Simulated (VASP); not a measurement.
Crystal: CdTe.

```xyz
2
Lattice="0.0000 3.2821 3.2821 3.2821 0.0000 3.2821 3.2821 3.2821 0.0000" Properties=species:S:1:pos:R:3 pbc="T T T"
Cd    0.0000    0.0000    0.0000
Te    4.9232    4.9232    4.9232
```

* Program: VASP 6.6.1
* Task: relaxation of cell and atoms
* Functional: LDA
* Potentials or basis: VASP PAW LDA potentials, release 64 (Cd, Te)
* Cutoff: 600 eV
* k mesh: 10 × 10 × 10
* Occupations: gaussian, width 0.02 eV
* Spin: no spin polarisation

At the start: pressure -2.6 GPa; volume 35.36 Å³/atom.

Q: How do energy, volume and symmetry change on relaxing?

A: Over 3 steps the energy falls by 20.1 meV/atom and the volume is 33.07 Å³/atom (-6.5 %); space group F-43m (No. 216, to 0.05 Å).

The path:
```csv
step,energy change (eV),largest force (eV/Å),pressure (GPa),volume (Å³)
1,0.0000,0.0000,-2.64,70.71
2,-0.0368,0.0000,0.89,64.92
3,-0.0401,0.0000,0.00,66.13
```

Final structure:
```
CELL_PARAMETERS angstrom
0.00000 3.20965 3.20965
3.20965 0.00000 3.20965
3.20965 3.20965 0.00000
ATOMIC_POSITIONS crystal
Cd 0.00000 0.00000 0.00000
Te 0.75000 0.75000 0.75000
```
